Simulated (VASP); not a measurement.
# H3C2 in VASP: single point with PBE+D3(BJ)

Aim: the single point of H3C2 with PBE+D3(BJ).

Program: VASP 6.6.1. These are calculated values, not measurements. Logs are shortened: lines on timing, memory, paths and dates and some standing lists are left out, and cuts for length are marked.

## (1) The cell of the first run

The cell holds a disordered packing, 30 atoms: a = 7.697 Å, b = 7.697 Å, c = 7.697 Å, α = 90.00°, β = 90.00°, γ = 90.00°.

## (2) Single point, PBE+D3(BJ)

The input, INCAR:

```
  ALGO = Normal
  EDIFF = 1E-7
  ENCUT = 520
  GGA = PE
  ISIF = 2
  ISMEAR = -1
  IVDW = 12
  LASPH = T
  LCHARG = T
  LELF = T
  LREAL = Auto
  LVHAR = T
  LWAVE = F
  NBANDS = 54
  NELM = 60
  PREC = Accurate
  SIGMA = 0.05
```

The input, KPOINTS:

```
k-points
0
Gamma
  1 1 1
```

The input, POSCAR:

```
H3C2
1.0
    7.6970020000      0.0000000000      0.0000000000
    0.0000000000      7.6970020000      0.0000000000
    0.0000000000      0.0000000000      7.6970020000
C H
12 18
Direct
    0.0492902992      0.8286923174      0.8288032604
    0.0601207284      0.7606525217      0.6874856852
    0.1968006075      0.3637208323      0.9758404633
    0.1219990644      0.2850317246      0.8630337157
    0.7091319015      0.5562810799      0.0100704521
    0.7792952526      0.5221360117      0.1466743211
    0.5063107641      0.6702562762      0.4934491122
    0.5743909441      0.8134272677      0.4234567712
    0.6564740501      0.0758770076      0.8712231255
    0.4923641753      0.0610951429      0.8164507224
   -0.0109578568      0.1036196614      0.3356003644
    0.1585984106      0.0708046765      0.3544143888
    0.0718738778      0.6979798158      0.5634065377
    0.0405969458      0.8870568018      0.9552816317
    0.0569971849      0.2146420851      0.7620917661
    0.2633067167      0.4342418394      1.0754889276
    0.8414324932      0.4929785300      0.2681405592
    0.6482644537      0.5874721818     -0.1116984029
    0.5040337314      0.5474788149      0.4228543189
    0.4476262748      0.6713151534      0.6225095227
    0.6308676850      0.8125653904      0.2939624271
    0.5759191986      0.9357019724      0.4947359383
    0.7410925720      0.1788483684      0.8228628408
    0.7131640859     -0.0147200309      0.9656541364
    0.4364193896      0.1506960065      0.7209785777
    0.4067406740     -0.0419051563      0.8633313384
   -0.0623467634      0.1653129305      0.2183322159
   -0.1051301083      0.0651539906      0.4350219860
    0.2524323536      0.1023440489      0.2522079822
    0.2097065934      0.0055757374      0.4697498137
```

Potentials or basis: VASP PAW PBE potentials, release 64 (C, H).

Launch:

```console
cat potpaw_PBE.64/C/POTCAR potpaw_PBE.64/H/POTCAR > POTCAR
mpirun -np 1 vasp_gam > vasp.out
```

OUTCAR:

```text
EDIFF = 1E-7
   ENCUT = 520
   GGA = PE
   ISIF = 2
   ISMEAR = -1
   IVDW = 12
   LASPH = T
   LREAL = Auto
   NELM = 60
   PREC = Accurate
 IVDW          = 12

 ion  position               nearest neighbor table
   1  0.049  0.829  0.829-  14 1.07   2 1.21
   2  0.060  0.761  0.687-  13 1.07   1 1.21
   3  0.197  0.364  0.976-  16 1.07   4 1.21
   4  0.122  0.285  0.863-  15 1.07   3 1.21
   5  0.709  0.556  0.010-  18 1.07   6 1.21
   6  0.779  0.522  0.147-  17 1.07   5 1.21
   7  0.506  0.670  0.493-  19 1.09  20 1.09   8 1.33
   8  0.574  0.813  0.423-  21 1.09  22 1.09   7 1.33
   9  0.656  0.076  0.871-  23 1.09  24 1.10  10 1.34
  10  0.492  0.061  0.816-  26 1.09  25 1.10   9 1.34
  11  0.989  0.104  0.336-  27 1.09  28 1.09  12 1.34
  12  0.159  0.071  0.354-  30 1.09  29 1.10  11 1.34
  13  0.072  0.698  0.563-   2 1.07
  14  0.041  0.887  0.955-   1 1.07
  15  0.057  0.215  0.762-   4 1.07
  16  0.263  0.434  0.075-   3 1.07
  17  0.841  0.493  0.268-   6 1.07
  18  0.648  0.587  0.888-   5 1.07
[... 10 lines left out ...]
  29  0.252  0.102  0.252-  12 1.10
  30  0.210  0.006  0.470-  12 1.09

  LATTYP: Found a simple cubic cell.
 ALAT       =     7.6970020000

  Lattice vectors:

 A1 = (   7.6970020000,   0.0000000000,   0.0000000000)
 A2 = (   0.0000000000,   7.6970020000,   0.0000000000)
 A3 = (   0.0000000000,   0.0000000000,   7.6970020000)

Analysis of symmetry for initial positions (statically):
=====================================================================
 Subroutine PRICEL returns:
 Original cell was already a primitive cell.

 Routine SETGRP: Setting up the symmetry group for a
 simple cubic supercell.

 Subroutine GETGRP returns: Found  1 space group operations
 (whereof  1 operations were pure point group operations)
 out of a pool of 48 trial point group operations.

The static configuration has the point symmetry C_1 .

Analysis of symmetry for dynamics (positions and initial velocities):
=====================================================================
 Subroutine PRICEL returns:
 Original cell was already a primitive cell.

 Routine SETGRP: Setting up the symmetry group for a
 simple cubic supercell.

[... 135 lines left out ...]
   NELM   =     60;   NELMIN=  2; NELMDL= -5     # of ELM steps
   EDIFF  = 0.1E-06   stopping-criterion for ELM
   LREAL  =      T    real-space projection
   EDIFFG = 0.1E-05   stopping-criterion for IOM
   NSW    =      0    number of steps for IOM
   IBRION =     -1    ionic relax: 0-MD 1-quasi-New 2-CG
   NFREE  =      0    steps in history (QN), initial steepest desc. (CG)
   ISIF   =      2    stress and relaxation
   ISYM   =      2    0-nonsym 1-usesym 2-fastsym
   POTIM  = 0.5000    time-step for ionic-motion
   TEBEG  =    0.0;   TEEND  =   0.0 temperature during run
   PSTRESS=    0.0 pullay stress
   NELECT =      66.0000    total number of electrons
   NUPDOWN=      -1.0000    fix difference up-down
   EMIN   =  10.00;   EMAX   =-10.00  energy-range for DOS
   EFERMI =   0.00;   METHOD = LEGACY
   ISMEAR =    -1;   SIGMA  =   0.05  broadening in eV -4-tet -1-fermi 0-gaus
   EFERMI_NEDOS =   21; number of points for ismear=-14 and -15
   IALGO  =     38    algorithm
   IMIX   =      4    mixing-type and parameters
     AMIX     =   0.40;   BMIX     =  1.00
     AMIX_MAG =   1.60;   BMIX_MAG =  1.00
  volume/ion in A,a.u.               =      15.20       102.57
  Fermi-wavevector in a.u.,A,eV,Ry     =   0.859544  1.624302 10.052189  0.738815
  Thomas-Fermi vector in A             =   1.976914
   LORBIT       =      0    0 simple, 1 ext, 2 COOP (PROOUT), +10 PAW based schemes
   GGA     = PE    functional components
   LHFCALC =     F    Hartree Fock is set to
   AEXX    =    0.0000 exact exchange contribution
   IVDW    =    12    specifies the selected vdW correction
   LEPSILON=     F    determine dielectric tensor
   LRPA    =     F    only Hartree local field effects (RPA)
 non-spin polarized calculation
  energy-cutoff  :      520.00
  volume of cell :      456.00
 maximum number of plane-waves:      6099
 NGX is ok and might be reduce to    60
   NGX = 29   NGY = 29   NGZ = 29

 number of electron      65.9999999 magnetization

 Free energy of the ion-electron system (eV)
  ---------------------------------------------------
  ext. energy  EPLUGINS =         0.00000000
  ---------------------------------------------------
  free energy    TOTEN  =      -164.90098280 eV

  energy without entropy =     -164.90098280  energy(sigma->0) =     -164.90098280

 E-fermi :  -2.6286     XC(G=0):  -5.8092

 val. band max:       -3.8839813735   @ k =   0.0000   0.0000   0.0000
 cond. band min:       1.1433155406   @ k =   0.0000   0.0000   0.0000
 fundamental gap:      5.0272969141
 Fermi energy:        -2.6286078763

 k-point     1 :       0.0000    0.0000    0.0000
  band No.  band energies     occupation
      1     -16.3380      2.00000
      2     -16.2489      2.00000
      3     -16.1331      2.00000
      4     -16.0139      2.00000
      5     -15.9845      2.00000
      6     -15.9231      2.00000
[... 37 lines left out ...]
     44       3.1661      0.00000
     45       3.2447      0.00000
 [bands above 45 left out]

------------------------ aborting loop because EDIFF is reached ----------------------------------------

 Edisp (eV)   -1.15449

 E8    (eV) :    -0.2718

  FORCE on cell =-STRESS in cart. coord.  units (eV):
  Direction    XX          YY          ZZ          XY          YZ          ZX
  --------------------------------------------------------------------------------------
  -------------------------------------------------------------------------------------
  Total      -1.13827    -0.78256    -2.17633    -0.10675     0.55464    -0.71139
  in kB      -3.99937    -2.74956    -7.64662    -0.37508     1.94874    -2.49950
  external pressure =       -4.80 kB  Pullay stress =        0.00 kB

 VOLUME and BASIS-vectors are now :
 -----------------------------------------------------------------------------
  energy-cutoff  :      520.00
  volume of cell :      456.00
      direct lattice vectors                 reciprocal lattice vectors
     7.697002000  0.000000000  0.000000000     0.129920715  0.000000000  0.000000000
     0.000000000  7.697002000  0.000000000     0.000000000  0.129920715  0.000000000
     0.000000000  0.000000000  7.697002000     0.000000000  0.000000000  0.129920715

 POSITION                                       TOTAL-FORCE (eV/Angst)
 -----------------------------------------------------------------------------------
      0.37939      6.37845      6.37930         0.026347     -0.094234     -0.143021
      0.46275      5.85474      5.29158         0.002420      0.050365      0.137398
      1.51477      2.79956      7.51105         0.061914      0.079198      0.117844
      0.93903      2.19389      6.64277        -0.103224     -0.050923     -0.119951
      5.45819      4.28170      0.07751         0.059152     -0.020544      0.195754
      5.99824      4.01888      1.12895        -0.105887      0.058257     -0.168810
[... 22 lines left out ...]
      1.94297      0.78774      1.94125        -0.068602      0.048178      0.080744
      1.61411      0.04292      3.61567        -0.025236      0.065900     -0.037089
 -----------------------------------------------------------------------------------
    total drift:                               -0.012724     -0.004942     -0.006141

  FREE ENERGIE OF THE ION-ELECTRON SYSTEM (eV)
  ---------------------------------------------------
  free  energy   TOTEN  =      -166.0554767444 eV

  energy  without entropy=     -166.0554767443  energy(sigma->0) =     -166.05547674
```

OSZICAR:

```text
N       E                     dE             d eps       ncg     rms          rms(c)
DAV:   1     0.393550823393E+03    0.39355E+03   -0.29932E+04   108   0.103E+03
DAV:   2    -0.126425314355E+03   -0.51998E+03   -0.50203E+03   144   0.226E+02
DAV:   3    -0.184613128092E+03   -0.58188E+02   -0.57808E+02   136   0.796E+01
DAV:   4    -0.186274215082E+03   -0.16611E+01   -0.16569E+01   136   0.163E+01
DAV:   5    -0.186314842272E+03   -0.40627E-01   -0.40617E-01   136   0.241E+00    0.230E+01
DAV:   6    -0.168286579578E+03    0.18028E+02   -0.28405E+01   108   0.169E+01    0.118E+01
DAV:   7    -0.165113894836E+03    0.31727E+01   -0.11274E+01   136   0.107E+01    0.521E+00
DAV:   8    -0.164928296517E+03    0.18560E+00   -0.11032E+00   136   0.346E+00    0.853E-01
DAV:   9    -0.164890803491E+03    0.37493E-01   -0.16413E-01   128   0.134E+00    0.417E-01
DAV:  10    -0.164900111649E+03   -0.93082E-02   -0.13945E-02   120   0.490E-01    0.172E-01
DAV:  11    -0.164900965454E+03   -0.85381E-03   -0.39020E-03   120   0.290E-01    0.687E-02
DAV:  12    -0.164901038397E+03   -0.72943E-04   -0.57086E-04   128   0.994E-02    0.356E-02
DAV:  13    -0.164900986666E+03    0.51732E-04   -0.10295E-04   120   0.528E-02    0.157E-02
DAV:  14    -0.164900982293E+03    0.43728E-05   -0.19894E-05   128   0.253E-02    0.925E-03
DAV:  15    -0.164900982694E+03   -0.40096E-06   -0.99910E-06   152   0.165E-02    0.360E-03
DAV:  16    -0.164900982833E+03   -0.13955E-06   -0.26643E-06   128   0.711E-03    0.150E-03
DAV:  17    -0.164900982805E+03    0.28484E-07   -0.21377E-07   112   0.241E-03
   1 F= -.16605548E+03 E0= -.16605548E+03  d E =-.327083E-10
```

stdout:

```text
POSCAR found type information on POSCAR C H
 POSCAR found :  2 types and      30 ions
 scaLAPACK will be used
 LDA part: xc-table for (Slater+PW92), standard interpolation
 POSCAR, INCAR and KPOINTS ok, starting setup
 FFT: planning ... GRIDC
 FFT: planning ... GRID_SOFT
 FFT: planning ... GRID
 WAVECAR not read
 entering main loop
```

It took 1.7 min on 1 thread of Intel Xeon 8259CL, shared host; peak memory 0.44 GiB.

Results:

- Free energy: -166.0555 eV
- Pressure: -0.5 GPa
- Largest force: 0.220 eV/Å
- Dispersion energy per atom: -0.038 eV

Forces in eV/Å, atoms in the order of the input:
```
C    0.026 -0.094 -0.143
C    0.002  0.050  0.137
C    0.062  0.079  0.118
C   -0.103 -0.051 -0.120
C    0.059 -0.021  0.196
C   -0.106  0.058 -0.169
C   -0.018  0.062 -0.024
C   -0.049 -0.044  0.069
C   -0.110 -0.102 -0.031
C    0.177 -0.023 -0.028
C    0.028 -0.107 -0.011
C   -0.026 -0.066 -0.089
H   -0.034  0.090  0.106
H    0.000 -0.031 -0.097
H    0.022 -0.017 -0.004
H    0.033  0.016  0.003
H   -0.061  0.005 -0.138
H    0.089 -0.023  0.099
H    0.010 -0.077 -0.025
H   -0.008 -0.006  0.042
H    0.033 -0.015 -0.088
H    0.008  0.045  0.031
H    0.013 -0.011  0.050
H   -0.119  0.150 -0.110
H    0.086 -0.097  0.152
H   -0.008  0.052 -0.003
H    0.034 -0.002  0.055
H    0.054  0.067 -0.022
H   -0.069  0.048  0.081
H   -0.025  0.066 -0.037
```

Stress tensor (GPa, compression positive):
```
-0.40 -0.04 -0.25
-0.04 -0.27  0.19
-0.25  0.19 -0.76
```

Caveat: the k points lie up to 0.82 Å⁻¹ apart, too coarse for converged energies, forces and pressures.
